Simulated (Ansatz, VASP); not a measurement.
**One calculation of NbH2, two programs**

File INCAR:

```
SYSTEM = NbH2
PREC = Accurate
ENCUT = 520
EDIFF = 1E-6
ISMEAR = 0
SIGMA = 0.1
LREAL = .FALSE.
LASPH = .TRUE.
NELM = 100
ALGO = Normal
ISIF = 2
LWAVE = .FALSE.
LCHARG = .TRUE.
GGA = PS
LELF = .TRUE.
LVHAR = .TRUE.
NBANDS = 24
```

File KPOINTS:

```
Automatic mesh
0
G
  12 12 8
  0 0 0
```

Contents of POSCAR:

```
NbH2
1.0
    2.2250911705      2.2250911705      0.0000000000
   -2.2250911705      2.2250911705      0.0000000000
    0.0000000000      0.0000000000      4.4501823409
Nb H
2 4
Direct
    0.0000000000      0.0000000000      0.0000000000
    0.5000000000      0.5000000000      0.5000000000
    0.0000000000      0.5000000000      0.7500000000
    0.5000000000      0.0000000000      0.7500000000
    0.5000000000      0.0000000000      0.2500000000
    0.0000000000      0.5000000000      0.2500000000
```

Input for Ansatz:

```yaml
crystal:
  lattice:
    - [2.2250911705, 2.2250911705, 0.0]
    - [-2.2250911705, 2.2250911705, 0.0]
    - [0.0, 0.0, 4.4501823409]
  atoms:
    - { symbol: Nb, position: [0.0, 0.0, 0.0] }
    - { symbol: Nb, position: [0.5, 0.5, 0.5] }
    - { symbol: H, position: [0.0, 0.5, 0.75] }
    - { symbol: H, position: [0.5, 0.0, 0.75] }
    - { symbol: H, position: [0.5, 0.0, 0.25] }
    - { symbol: H, position: [0.0, 0.5, 0.25] }
basis:
  ecutwfc: 420
kpoints:
  mp_grid: { grid: [12, 12, 8] }
hamiltonian:
  xc: pbesol
scf:
  occupations: { method: gaussian, width: 0.1 }
output:
  forces: true
  stress: true
  eigenvalues: true
  write_density: true
  write_potential: true
  elf: true
  volumetric_format: npy
```

Change from the starting cell: equal strain along all axes, cell held, atoms relaxed: -1.5 %.

Alike in both runs: task single point; functional PBEsol; k mesh 12 × 12 × 8; occupations gaussian, width 0.1 eV; no spin polarisation.

```csv
,VASP,Ansatz
version,VASP 6.6.1,Ansatz 0.2.0
potentials or method,"VASP PAW PBE potentials, release 64 (Nb_sv, H), cutoff 520 eV","scalar-relativistic, plane waves, PAW"
valence electrons in the cell,30,30
```

|  | VASP | Ansatz | Ansatz less VASP |
| --- | --- | --- | --- |
| gap on the k mesh at the Fermi level (eV) | none | none | - |
| pressure (GPa) | 9.1 | 9.6 | +0.51 |

VASP's potentials were made for PBE, not for PBEsol. A gap of «none» marks a metal or a gap that the smearing closes. The functional is the same, so the differences come from potentials, cutoffs and numerics.
